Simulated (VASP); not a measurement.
## Bi: single point with PBE

Bi:

```
CELL_PARAMETERS angstrom
3.68152 0.00000 0.00000
-1.84076 3.18829 0.00000
0.00000 0.00000 5.47335
ATOMIC_POSITIONS crystal
Bi 0.33333 0.66667 0.25000
Bi 0.66667 0.33333 0.75000
```

```
Program             : VASP 6.6.1
Task                : single point
Functional          : PBE
Potentials or basis : VASP PAW PBE potentials, release 64 (Bi_d)
Cutoff              : 520 eV
k mesh              : 5 × 5 × 2
Occupations         : fermi-dirac, width 0.0951 eV
Spin                : non-collinear spin, zero start, spin-orbit coupling
Starting moments    : [[0.0, 0.0, 0.0], [0.0, 0.0, 0.0]] μB
```

The pressure is -0.4 GPa. The net moment is 0.00 μB per cell and the valence electrons inside the program's atomic spheres are Bi 12.72.

Stress tensor (GPa, compression positive):
```
-0.31  0.00  0.00
 0.00 -0.31  0.00
 0.00  0.00 -0.55
```

Moments on the atoms (μB; x, y, z):
```
Bi  0.00 0.00 0.00
Bi  0.00 0.00 0.00
```

Wall time 75 s on 1 thread of Intel(R) Xeon(R) Platinum 8259CL CPU @ 2.50GHz (Skylake/Cascade Lake), on a shared host, peak memory 0.3 GiB.

Caveat: the k points lie up to 0.57 Å⁻¹ apart.
